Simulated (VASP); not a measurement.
# KF (Pm-3m) in VASP: single point with LDA

Aim: the single point of KF with LDA.

Everything below comes from runs of VASP 6.6.1. Logs are shortened: lines on timing, memory, paths and dates and some standing lists are left out, and cuts for length are marked.

**1. The cell of the first run**

Symmetry: Pm-3m, No. 221, cubic system. The conventional cell has a = 3.259 Å, b = 3.259 Å, c = 3.259 Å, α = 90.00°, β = 90.00°, γ = 90.00°. K (site symmetry m-3m) has 8 F at 2.82 Å and 6 K at 3.26 Å within 3.7 Å. Within 3.7 Å of F (site symmetry m-3m) lie 8 K at 2.82 Å and 6 F at 3.26 Å.

**2. Single point, LDA**

File INCAR:

```
SYSTEM = KF
PREC = Accurate
ENCUT = 520
EDIFF = 1E-7
ISMEAR = 0
SIGMA = 0.01
LREAL = .False.
LASPH = .True.
NELM = 80
ALGO = Normal
ISIF = 2
LWAVE = .False.
LCHARG = .True.
GGA = CA
LELF = .True.
LVHAR = .True.
NBANDS = 15
```

File KPOINTS:

```
Automatic mesh
0
Gamma
  5 5 5
  0 0 0
```

File POSCAR:

```
KF
1.0
    3.2589550000      0.0000000000      0.0000000000
    0.0000000000      3.2589550000      0.0000000000
    0.0000000000      0.0000000000      3.2589550000
K F
1 1
Direct
    0.0000000000      0.0000000000      0.0000000000
    0.5000000000      0.5000000000      0.5000000000
```

Potentials or basis: VASP PAW LDA potentials, release 64 (K_sv, F).

Command:

```
$ cat potpaw_LDA.64/K_sv/POTCAR potpaw_LDA.64/F/POTCAR > POTCAR
$ mpirun -np 1 vasp_std > vasp.out
```

OUTCAR:

```text
SYSTEM = KF
   PREC = Accurate
   ENCUT = 520
   EDIFF = 1E-7
   ISMEAR = 0
   LREAL = .False.
   LASPH = .True.
   NELM = 80
   ISIF = 2
   GGA = CA

 ion  position               nearest neighbor table
   1  0.000  0.000  0.000-   2 2.82   2 2.82   2 2.82   2 2.82   2 2.82   2 2.82   2 2.82   2 2.82

   2  0.500  0.500  0.500-   1 2.82   1 2.82   1 2.82   1 2.82   1 2.82   1 2.82   1 2.82   1 2.82

  LATTYP: Found a simple cubic cell.
 ALAT       =     3.2589550000

  Lattice vectors:

 A1 = (   3.2589550000,   0.0000000000,   0.0000000000)
 A2 = (   0.0000000000,   3.2589550000,   0.0000000000)
 A3 = (   0.0000000000,   0.0000000000,   3.2589550000)

Analysis of symmetry for initial positions (statically):
=====================================================================
 Subroutine PRICEL returns:
 Original cell was already a primitive cell.

 Routine SETGRP: Setting up the symmetry group for a
 simple cubic supercell.

 Subroutine GETGRP returns: Found 48 space group operations
 (whereof 48 operations were pure point group operations)
 out of a pool of 48 trial point group operations.

The static configuration has the point symmetry O_h .

Analysis of symmetry for dynamics (positions and initial velocities):
=====================================================================
 Subroutine PRICEL returns:
 Original cell was already a primitive cell.

 Routine SETGRP: Setting up the symmetry group for a
 simple cubic supercell.

 Subroutine GETGRP returns: Found 48 space group operations
 (whereof 48 operations were pure point group operations)
 out of a pool of 48 trial point group operations.

The dynamic configuration has the point symmetry O_h .

 Subroutine INISYM returns: Found 48 space group operations
 (whereof 48 operations are pure point group operations),
 and found     1 'primitive' translations

----------------------------------------------------------------------------------------

                                     Primitive cell

  volume of cell :      34.6127

  direct lattice vectors                    reciprocal lattice vectors
     3.258955000  0.000000000  0.000000000     0.306846827  0.000000000  0.000000000
     0.000000000  3.258955000  0.000000000     0.000000000  0.306846827  0.000000000
     0.000000000  0.000000000  3.258955000     0.000000000  0.000000000  0.306846827

  length of vectors
     3.258955000  3.258955000  3.258955000     0.306846827  0.306846827  0.306846827

  position of ions in fractional coordinates (direct lattice)
     0.000000000  0.000000000  0.000000000
     0.500000000  0.500000000  0.500000000

  ion indices of the primitive-cell ions
   primitive index   ion index
                 1           1
                 2           2

----------------------------------------------------------------------------------------

 KPOINTS: Automatic mesh

Automatic generation of k-mesh.
 Grid dimensions read from file:
 generate k-points for:    5    5    5

 Generating k-lattice:

  Cartesian coordinates                     Fractional coordinates (reciprocal lattice)
     0.061369365  0.000000000  0.000000000     0.200000000  0.000000000  0.000000000
     0.000000000  0.061369365  0.000000000     0.000000000  0.200000000  0.000000000
     0.000000000  0.000000000  0.061369365     0.000000000  0.000000000  0.200000000

  Length of vectors
     0.061369365  0.061369365  0.061369365

  Shift w.r.t. Gamma in fractional coordinates (k-lattice)
     0.000000000  0.000000000  0.000000000

 Subroutine IBZKPT returns following result:
 ===========================================

 Found     10 irreducible k-points:

 Following reciprocal coordinates:
            Coordinates               Weight
  0.000000  0.000000  0.000000      1.000000
  0.200000  0.000000  0.000000      6.000000
  0.400000  0.000000  0.000000      6.000000
  0.200000  0.200000  0.000000     12.000000
  0.400000  0.200000  0.000000     24.000000
  0.400000  0.400000  0.000000     12.000000
  0.200000  0.200000  0.200000      8.000000
  0.400000  0.200000  0.200000     24.000000
  0.400000  0.400000  0.200000     24.000000
  0.400000  0.400000  0.400000      8.000000
   k-points           NKPTS =     10   k-points in BZ     NKDIM =     10   number of bands    NBANDS=     15
   number of dos      NEDOS =    301   number of ions     NIONS =      2
   total plane-waves  NPLWV =  13824
   dimension x,y,z NGX =    24 NGY =   24 NGZ =   24
   dimension x,y,z NGXF=    48 NGYF=   48 NGZF=   48
   ions per type =               1   1
   NGX,Y,Z   is equivalent  to a cutoff of  12.24, 12.24, 12.24 a.u.
   NGXF,Y,Z  is equivalent  to a cutoff of  24.49, 24.49, 24.49 a.u.
 SYSTEM =  KF
   PREC   = accura    normal or accurate (medium, high low for compatibility)
   ISTART =      0    job   : 0-new  1-cont  2-samecut
   ICHARG =      2    charge: 1-file 2-atom 10-const
   ISPIN  =      1    spin polarized calculation?
   LNONCOLLINEAR =      F non collinear calculations
   LSORBIT =      F    spin-orbit coupling
   LASPH  =      T    aspherical Exc in radial PAW
   ENCUT  =  520.0 eV  38.22 Ry    6.18 a.u.   6.06  6.06  6.06*2*pi/ulx,y,z
   NELM   =     80;   NELMIN=  2; NELMDL= -5     # of ELM steps
   EDIFF  = 0.1E-06   stopping-criterion for ELM
   LREAL  =      F    real-space projection
   EDIFFG = 0.1E-05   stopping-criterion for IOM
   NSW    =      0    number of steps for IOM
   IBRION =     -1    ionic relax: 0-MD 1-quasi-New 2-CG
   NFREE  =      0    steps in history (QN), initial steepest desc. (CG)
   ISIF   =      2    stress and relaxation
   ISYM   =      2    0-nonsym 1-usesym 2-fastsym
   POTIM  = 0.5000    time-step for ionic-motion
   TEBEG  =    0.0;   TEEND  =   0.0 temperature during run
   PSTRESS=    0.0 pullay stress
   NELECT =      16.0000    total number of electrons
   NUPDOWN=      -1.0000    fix difference up-down
   EMIN   =  10.00;   EMAX   =-10.00  energy-range for DOS
   EFERMI =   0.00;   METHOD = LEGACY
   ISMEAR =     0;   SIGMA  =   0.01  broadening in eV -4-tet -1-fermi 0-gaus
   EFERMI_NEDOS =   21; number of points for ismear=-14 and -15
   IALGO  =     38    algorithm
   IMIX   =      4    mixing-type and parameters
     AMIX     =   0.40;   BMIX     =  1.00
     AMIX_MAG =   1.60;   BMIX_MAG =  1.00
  volume/ion in A,a.u.               =      17.31       116.79
  Fermi-wavevector in a.u.,A,eV,Ry     =   1.265814  2.392041 21.800402  1.602284
  Thomas-Fermi vector in A             =   2.399047
   LORBIT       =      0    0 simple, 1 ext, 2 COOP (PROOUT), +10 PAW based schemes
   GGA     = CA    functional components
   LHFCALC =     F    Hartree Fock is set to
   AEXX    =    0.0000 exact exchange contribution
   IVDW    =     0    specifies the selected vdW correction
   LEPSILON=     F    determine dielectric tensor
   LRPA    =     F    only Hartree local field effects (RPA)
 non-spin polarized calculation
 Gauss-broadening in eV      SIGMA  =   0.01
  energy-cutoff  :      520.00
  volume of cell :       34.61
 maximum number of plane-waves:       948
   NGX = 13   NGY = 13   NGZ = 13

 number of electron      15.9999992 magnetization

 Free energy of the ion-electron system (eV)
  ---------------------------------------------------
  ext. energy  EPLUGINS =         0.00000000
  ---------------------------------------------------
  free energy    TOTEN  =        -8.86869352 eV

  energy without entropy =       -8.86869352  energy(sigma->0) =       -8.86869352

 E-fermi :  -2.3207     XC(G=0):  -9.7259

 val. band max:       -2.4915482079   @ k =   0.4000   0.4000   0.0000
 cond. band min:       3.4496674167   @ k =   0.0000   0.0000   0.0000
 fundamental gap:      5.9412156246
 Fermi energy:        -2.3207424765

 k-point     1 :       0.0000    0.0000    0.0000
  band No.  band energies     occupation
      1     -28.9717      2.00000
      2     -20.9276      2.00000
      3     -12.2175      2.00000
      4     -12.2175      2.00000
      5     -12.2175      2.00000
      6      -2.5122      2.00000
      7      -2.5122      2.00000
      8      -2.5122      2.00000
      9       3.4497      0.00000
     10       5.6143      0.00000
     11       5.6143      0.00000
     12      11.3847      0.00000
     13      11.3847      0.00000
     14      11.3847      0.00000
     15      18.0386      0.00000

 k-point     2 :       0.2000    0.0000    0.0000
  band No.  band energies     occupation
      1     -28.9255      2.00000
      2     -20.9385      2.00000
      3     -12.4778      2.00000
      4     -12.1769      2.00000
      5     -12.1769      2.00000
      6      -2.9971      2.00000
      7      -2.5514      2.00000
      8      -2.5514      2.00000
      9       4.4501      0.00000
     10       5.9208      0.00000
     11       6.4668      0.00000
     12      10.7620      0.00000
     13      10.7620      0.00000
     14      11.5047      0.00000
     15      16.0643      0.00000

 k-point     3 :       0.4000    0.0000    0.0000
  band No.  band energies     occupation
      1     -28.8489      2.00000
      2     -20.9605      2.00000
      3     -12.8642      2.00000
      4     -12.1100      2.00000
      5     -12.1100      2.00000
      6      -3.6434      2.00000
      7      -2.6188      2.00000
      8      -2.6188      2.00000
      9       6.2474      0.00000
     10       6.5339      0.00000
     11       7.8858      0.00000
     12       9.9970      0.00000
     13       9.9970      0.00000
     14      11.7110      0.00000
     15      14.2377      0.00000
[... 91 lines left out ...]
 k-point     9 :       0.4000    0.4000    0.2000
  band No.  band energies     occupation
      1     -28.7101      2.00000
      2     -20.8262      2.00000
      3     -12.8967      2.00000
      4     -12.8802      2.00000
      5     -12.3313      2.00000
      6      -3.2397      2.00000
      7      -3.1839      2.00000
      8      -2.8361      2.00000
      9       6.6939      0.00000
     10       7.6077      0.00000
     11       8.7038      0.00000
     12       8.7040      0.00000
     13      10.5316      0.00000
     14      10.8985      0.00000
     15      14.4267      0.00000

 k-point    10 :       0.4000    0.4000    0.4000
  band No.  band energies     occupation
      1     -28.6510      2.00000
      2     -20.7752      2.00000
      3     -12.8078      2.00000
      4     -12.7801      2.00000
      5     -12.7801      2.00000
      6      -3.4159      2.00000
      7      -3.4159      2.00000
      8      -3.3008      2.00000
      9       7.5205      0.00000
     10       7.9884      0.00000
     11       7.9884      0.00000
     12      10.6976      0.00000
     13      10.6976      0.00000
     14      11.1353      0.00000
     15      14.9005      0.00000

------------------------ aborting loop because EDIFF is reached ----------------------------------------

  FORCE on cell =-STRESS in cart. coord.  units (eV):
  Direction    XX          YY          ZZ          XY          YZ          ZX
  --------------------------------------------------------------------------------------
  -------------------------------------------------------------------------------------
  Total       -1.2268219     -1.2268219     -1.2268219      0.0000000      0.0000000     -0.0000000
  in kB      -56.7880582    -56.7880582    -56.7880582      0.0000000      0.0000000     -0.0000000
  external PRESSURE =     -56.7880582 kB  Pullay stress =       0.0000000 kB

 VOLUME and BASIS-vectors are now :
 -----------------------------------------------------------------------------
  energy-cutoff  :      520.00
  volume of cell :       34.61
      direct lattice vectors                 reciprocal lattice vectors
     3.258955000  0.000000000  0.000000000     0.306846827  0.000000000  0.000000000
     0.000000000  3.258955000  0.000000000     0.000000000  0.306846827  0.000000000
     0.000000000  0.000000000  3.258955000     0.000000000  0.000000000  0.306846827

 POSITION                                       TOTAL-FORCE (eV/Angst)
 -----------------------------------------------------------------------------------
      0.00000      0.00000      0.00000         0.000000      0.000000      0.000000
      1.62948      1.62948      1.62948         0.000000      0.000000      0.000000
 -----------------------------------------------------------------------------------
    total drift:                                0.000000      0.000000     -0.000000

  FREE ENERGIE OF THE ION-ELECTRON SYSTEM (eV)
  ---------------------------------------------------
  free  energy   TOTEN  =        -8.8686935163 eV

  energy  without entropy=       -8.8686935163  energy(sigma->0) =       -8.86869352
```

Run time: 2.3 s. Hardware: 1 thread of Intel Xeon 6975P-C (Granite Rapids), shared host; peak memory 0.12 GiB.

What came out:

```
Free energy            : -8.8687 eV
Pressure               : -5.7 GPa
Band gap on the k mesh : 5.94 eV, indirect (least direct gap 5.96 eV)
```

A k mesh can miss the band edges.
